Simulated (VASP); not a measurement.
# Sn3IO7 (a cell with a defect) in VASP: a series of runs, part 2 of 2

VASP 6.6.1.

### 4 Single point, PBEsol, collinear spin

INCAR

```
  PREC = Accurate
  ENCUT = 520
  EDIFF = 1E-7
  ISMEAR = -1
  SIGMA = 0.05
  LREAL = False
  LASPH = True
  NELM = 150
  ALGO = Normal
  ISIF = 2
  LWAVE = False
  LCHARG = False
  ISPIN = 2
  MAGMOM = 0 0.41 0.41 0 0 0.41 0.41 0.41 0.41 0.41 0.41
  LORBIT = 11
  GGA = PS
  NELECT = 93.0
  NBANDS = 60
```

KPOINTS

```
Automatic mesh
0
Gamma
  2 2 2
  0.5 0.5 0.5
```

POSCAR

```
Sn3IO7
1.0
    4.7690460000      0.0000000000      0.0000000000
    0.0000000000      4.7690460000      0.0000000000
    0.0000000000      0.0000000000      6.4242020000
Sn O I
3 7 1
Direct
    0.9968790000      0.0083240000      0.9929050000
    0.4796020000      0.5259680000      0.2432020000
    0.4976960000      0.5144210000      0.7716970000
    0.3213420000      0.3031810000      0.9884700000
    0.6995060000      0.6715420000      0.0138430000
    0.6968450000      0.6969000000      0.5056610000
    0.1863140000      0.7705410000      0.2659810000
    0.2187220000      0.7987730000      0.7722590000
    0.8093890000      0.1965150000      0.2481690000
    0.7953620000      0.2020030000      0.7600110000
    0.3191450000      0.2820380000      0.4998870000
```

Potentials or basis: VASP PAW PBE potentials, release 64 (Sn_d, O, I).

Run with:

```sh
> cat potpaw_PBE.64/Sn_d/POTCAR potpaw_PBE.64/O/POTCAR potpaw_PBE.64/I/POTCAR > POTCAR
> mpirun -np 1 vasp_std > vasp.out
```

OUTCAR:

```text
PREC = Accurate
   ENCUT = 520
   EDIFF = 1E-7
   ISMEAR = -1
   LREAL = False
   LASPH = True
   NELM = 150
   ISIF = 2
   ISPIN = 2
   LORBIT = 11
   GGA = PS
   NELECT = 93.0

 ion  position               nearest neighbor table
   1  0.997  0.008  0.993-  10 2.00   8 2.03   9 2.07   4 2.09   5 2.15   7 2.28   2 3.63   3 3.64
                             3 3.64   3 3.68   3 3.68   2 3.74   2 3.74
   2  0.480  0.526  0.243-   7 1.83   5 1.94   4 2.09   6 2.14  11 2.16   9 2.22   3 3.03   3 3.40
                             1 3.63   1 3.74   1 3.74
   3  0.498  0.514  0.772-   8 1.90   4 1.91   5 1.98  10 2.06   6 2.14  11 2.24   2 3.03   2 3.40
                             1 3.64   1 3.64   1 3.68   1 3.68
   4  0.321  0.303  0.988-   3 1.91   1 2.09   2 2.09
   5  0.700  0.672  0.014-   2 1.94   3 1.98   1 2.15
   6  0.697  0.697  0.506-   3 2.14   2 2.14  11 2.68
   7  0.186  0.771  0.266-   2 1.83   1 2.28
   8  0.219  0.799  0.772-   3 1.90   1 2.03
   9  0.809  0.197  0.248-   1 2.07   2 2.22
  10  0.795  0.202  0.760-   1 2.00   3 2.06
  11  0.319  0.282  0.500-   2 2.16   3 2.24   6 2.68

  LATTYP: Found a simple tetragonal cell.
 ALAT       =     4.7690460000
 C/A-ratio  =     1.3470622846

  Lattice vectors:

 A1 = (   4.7690460000,   0.0000000000,   0.0000000000)
 A2 = (   0.0000000000,   4.7690460000,   0.0000000000)
 A3 = (   0.0000000000,   0.0000000000,   6.4242020000)

Analysis of symmetry for initial positions (statically):
=====================================================================
 Subroutine PRICEL returns:
 Original cell was already a primitive cell.

 Routine SETGRP: Setting up the symmetry group for a
 simple tetragonal supercell.

 Subroutine GETGRP returns: Found  1 space group operations
 (whereof  1 operations were pure point group operations)
 out of a pool of 16 trial point group operations.

The static configuration has the point symmetry C_1 .

Analysis of symmetry for dynamics (positions and initial velocities):
=====================================================================
 Subroutine PRICEL returns:
 Original cell was already a primitive cell.

 Routine SETGRP: Setting up the symmetry group for a
 simple tetragonal supercell.

 Subroutine GETGRP returns: Found  1 space group operations
 (whereof  1 operations were pure point group operations)
 out of a pool of 16 trial point group operations.

The dynamic configuration has the point symmetry C_1 .

Analysis of structural, dynamic, and magnetic symmetry:
=====================================================================
 Subroutine PRICEL returns:
 Original cell was already a primitive cell.

 Routine SETGRP: Setting up the symmetry group for a
 simple tetragonal supercell.

 Subroutine GETGRP returns: Found  1 space group operations
 (whereof  1 operations were pure point group operations)
 out of a pool of 16 trial point group operations.

The overall configuration has the point symmetry C_1 .

 Subroutine INISYM returns: Found  1 space group operations
 (whereof  1 operations are pure point group operations),
 and found     1 'primitive' translations

----------------------------------------------------------------------------------------

                                     Primitive cell

[... 108 lines left out ...]
  volume/ion in A,a.u.               =      13.28        89.64
  Fermi-wavevector in a.u.,A,eV,Ry     =   1.408235  2.661178 26.982058  1.983125
  Thomas-Fermi vector in A             =   2.530413
   LORBIT       =     11    0 simple, 1 ext, 2 COOP (PROOUT), +10 PAW based schemes
   GGA     = PS    functional components
   LHFCALC =     F    Hartree Fock is set to
   AEXX    =    0.0000 exact exchange contribution
   IVDW    =     0    specifies the selected vdW correction
   LEPSILON=     F    determine dielectric tensor
   LRPA    =     F    only Hartree local field effects (RPA)
 spin polarized calculation
  energy-cutoff  :      520.00
  volume of cell :      146.11
 maximum number of plane-waves:      3933
   NGX = 17   NGY = 17   NGZ = 23

 number of electron      93.0000011 magnetization       0.9911337

 Free energy of the ion-electron system (eV)
  ---------------------------------------------------
  ext. energy  EPLUGINS =         0.00000000
  ---------------------------------------------------
  free energy    TOTEN  =       -41.17566273 eV

  energy without entropy =      -41.16377386  energy(sigma->0) =      -41.16971830

 E-fermi :   6.3637     XC(G=0): -11.2960

 val. band max:        6.2192040095   @ k =   0.2500   0.2500   0.2500
 cond. band min:       6.4865484952   @ k =   0.2500   0.2500   0.2500
 fundamental gap:      0.2673444857
 Fermi energy:         6.3637365302

 spin component 1

 k-point     1 :       0.2500    0.2500    0.2500
  band No.  band energies     occupation
      1     -16.4221      1.00000
      2     -15.8833      1.00000
      3     -15.7293      1.00000
      4     -15.3906      1.00000
      5     -15.3061      1.00000
      6     -15.1720      1.00000
[... 233 lines left out ...]
     57      15.5279      0.00000
     58      15.9854      0.00000
 Fermi energy:         6.3637365302

 spin component 2

 k-point     1 :       0.2500    0.2500    0.2500
  band No.  band energies     occupation
      1     -16.4012      1.00000
      2     -15.8648      1.00000
      3     -15.7121      1.00000
      4     -15.3758      1.00000
      5     -15.3017      1.00000
      6     -15.1662      1.00000
[... 233 lines left out ...]
     57      15.5843      0.00000
     58      16.0661      0.00000
 [bands above 58 left out]

------------------------ aborting loop because EDIFF is reached ----------------------------------------

  FORCE on cell =-STRESS in cart. coord.  units (eV):
  Direction    XX          YY          ZZ          XY          YZ          ZX
  --------------------------------------------------------------------------------------
  -------------------------------------------------------------------------------------
  Total       43.0546864     50.8778080     67.5292960      9.7827293     -4.7742102     -2.6893114
  in kB      472.1160896    557.9005163    740.4923795    107.2725011    -52.3515935    -29.4896397
  external PRESSURE =     590.1696618 kB  Pullay stress =       0.0000000 kB

 VOLUME and BASIS-vectors are now :
 -----------------------------------------------------------------------------
  energy-cutoff  :      520.00
  volume of cell :      146.11
      direct lattice vectors                 reciprocal lattice vectors
     4.769046000  0.000000000  0.000000000     0.209685543  0.000000000  0.000000000
     0.000000000  4.769046000  0.000000000     0.000000000  0.209685543  0.000000000
     0.000000000  0.000000000  6.424202000     0.000000000  0.000000000  0.155661357

 POSITION                                       TOTAL-FORCE (eV/Angst)
 -----------------------------------------------------------------------------------
      4.75416      0.03970      6.37862        -0.183288     -0.407669      1.599173
      2.28724      2.50837      1.56238         8.578802      4.448547     -8.381129
      2.37354      2.45330      4.95754         6.687228      4.861827      4.323924
      1.53249      1.44588      6.35013        -1.716081     -1.728762      2.213028
      3.33598      3.20261      0.08893         1.903162      2.100110     -0.682658
      3.32329      3.32355      3.24847        -0.461125     -0.488112      0.213319
      0.88854      3.67475      1.70872        -3.087111      3.770931     -1.822640
      1.04310      3.80939      4.96115        -1.858772      1.827776      0.693045
      3.86001      0.93719      1.59429        -0.035992      0.214598     -1.033533
      3.79312      0.96336      4.88246         0.575643     -0.162810      0.435299
      1.52202      1.34505      3.21138       -10.402465    -14.436435      2.442173
 -----------------------------------------------------------------------------------
    total drift:                                0.001674      0.001062     -0.001161

  FREE ENERGIE OF THE ION-ELECTRON SYSTEM (eV)
  ---------------------------------------------------
  free  energy   TOTEN  =       -41.1756627267 eV

  energy  without entropy=      -41.1637738642  energy(sigma->0) =      -41.16971830

 total charge

# of ion       s       p       d       tot
------------------------------------------
    1        0.944   1.110  10.356  12.410
    2        1.039   1.547  10.581  13.167
    3        1.006   1.508  10.599  13.114
    4        1.569   3.574   0.000   5.143
    5        1.569   3.570   0.000   5.138
    6        1.587   3.347   0.000   4.934
    7        1.580   3.480   0.000   5.060
    8        1.568   3.515   0.000   5.084
    9        1.576   3.389   0.000   4.966
   10        1.571   3.463   0.000   5.035
   11        1.570   3.099   0.140   4.810
--------------------------------------------------
tot         15.581  31.603  31.676  78.860

 magnetization (x)

# of ion       s       p       d       tot
------------------------------------------
    1       -0.003  -0.001   0.002  -0.002
    2       -0.001  -0.003   0.012   0.008
    3       -0.001  -0.001   0.012   0.010
    4        0.001   0.014   0.000   0.015
    5        0.000   0.009   0.000   0.009
    6        0.004   0.355   0.000   0.359
    7        0.001   0.042   0.000   0.043
    8        0.001   0.024   0.000   0.025
    9        0.003   0.128   0.000   0.131
   10        0.002   0.064   0.000   0.066
   11        0.006   0.190  -0.001   0.195
--------------------------------------------------
tot          0.013   0.820   0.025   0.858
```

It took 56 s on 1 thread of Intel Xeon 6975P-C (Granite Rapids), shared host; peak memory 0.3 GiB.

Results:

| Quantity | Value |
| --- | --- |
| Free energy | -41.1757 eV |
| Largest force | 17.961 eV/Å |
| Net moment | 0.99 μB per cell |
| Site moments | Sn -0.00, +0.01 (each value once); O +0.01, +0.36, +0.04, +0.03, +0.13, +0.07 (each value once); I +0.20 μB |
| Valence electrons inside the program's atomic spheres | Sn 12.41, 13.17, 13.11; O 5.14, 4.93, 5.06, 5.08, 4.97, 5.04 (each value once); I 4.81 |

Forces on the atoms (eV/Å):
```
Sn   -0.183  -0.408   1.599
Sn    8.579   4.449  -8.381
Sn    6.687   4.862   4.324
O    -1.716  -1.729   2.213
O     1.903   2.100  -0.683
O    -0.461  -0.488   0.213
O    -3.087   3.771  -1.823
O    -1.859   1.828   0.693
O    -0.036   0.215  -1.034
O     0.576  -0.163   0.435
I   -10.402 -14.436   2.442
```

Caveat: the k points lie up to 0.66 Å⁻¹ apart; the cell carries a net charge on a neutralising background, which shifts energy and pressure; the cell is charged against a uniform background, so pressure and absolute levels hang on convention; the PAW data sets were made with another functional, which shifts forces and pressure a little; spin-orbit coupling is left out, which moves the levels of the heavy elements.
